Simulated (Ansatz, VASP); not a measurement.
## Two plane-wave programs on PbS

INCAR

```
  ALGO = Normal
  EDIFF = 1E-6
  ENCUT = 520
  GGA = PS
  ISIF = 2
  ISMEAR = 0
  LASPH = True
  LCHARG = True
  LELF = True
  LREAL = False
  LVHAR = True
  LWAVE = False
  NBANDS = 61
  NELM = 80
  PREC = Accurate
  SIGMA = 0.05
```

File KPOINTS:

```
k-points
0
Gamma
  8 6 1
```

The input POSCAR:

```
PbS
1.0
    4.1743810409      0.0000000000      0.0000000000
    0.0000000000      5.9034662825      0.0000000000
    0.0000000000      0.0000000000     13.3487620817
Pb S
5 5
Direct
    0.5000000000      0.0000000000      0.1872832840
    0.0000000000      0.5000000000      0.3436416420
    0.5000000000      0.0000000000      0.5000000000
    0.0000000000      0.5000000000      0.6563583580
    0.5000000000      0.0000000000      0.8127167160
    0.5000000000      0.5000000000      0.1872832840
    0.0000000000      0.0000000000      0.3436416420
    0.5000000000      0.5000000000      0.5000000000
    0.0000000000      0.0000000000      0.6563583580
    0.5000000000      0.5000000000      0.8127167160
```

Input for Ansatz:

```yaml
crystal:
  lattice:
    - [4.1743810409, 0.0, 0.0]
    - [0.0, 5.9034662825, 0.0]
    - [0.0, 0.0, 13.3487620817]
  atoms:
    - { symbol: Pb, position: [0.5, 0.0, 0.187283284] }
    - { symbol: S, position: [0.5, 0.5, 0.187283284] }
    - { symbol: Pb, position: [0.0, 0.5, 0.343641642] }
    - { symbol: S, position: [0.0, 0.0, 0.343641642] }
    - { symbol: Pb, position: [0.5, 0.0, 0.5] }
    - { symbol: S, position: [0.5, 0.5, 0.5] }
    - { symbol: Pb, position: [0.0, 0.5, 0.656358358] }
    - { symbol: S, position: [0.0, 0.0, 0.656358358] }
    - { symbol: Pb, position: [0.5, 0.0, 0.812716716] }
    - { symbol: S, position: [0.5, 0.5, 0.812716716] }
basis:
  ecutwfc: 420
kpoints:
  mp_grid: { grid: [8, 6, 1] }
hamiltonian:
  xc: pbesol
scf:
  occupations: { method: gaussian, width: 0.05 }
output:
  forces: true
  stress: true
  eigenvalues: true
```

Alike in both runs: task single point; functional PBEsol; k mesh 8 × 6 × 1; occupations gaussian, width 0.05 eV; no spin polarisation.

```csv
,VASP,Ansatz
version,VASP 6.6.1,Ansatz 0.2.0
potentials or method,"VASP PAW PBE potentials, release 64 (Pb_d, S), cutoff 520 eV","scalar-relativistic, plane waves, PAW"
valence electrons in the cell,100,100
```

|  | VASP | Ansatz | Ansatz less VASP |
| --- | --- | --- | --- |
| gap on the k mesh at the Fermi level (eV) | none | none | - |
| rms of the force components (eV/Å) | 0.336 | 0.336 | 0.0000 |

VASP's potentials were made for PBE, not for PBEsol. A gap of «none» marks a metal or a gap that the smearing closes.

Spin-orbit coupling is off throughout.
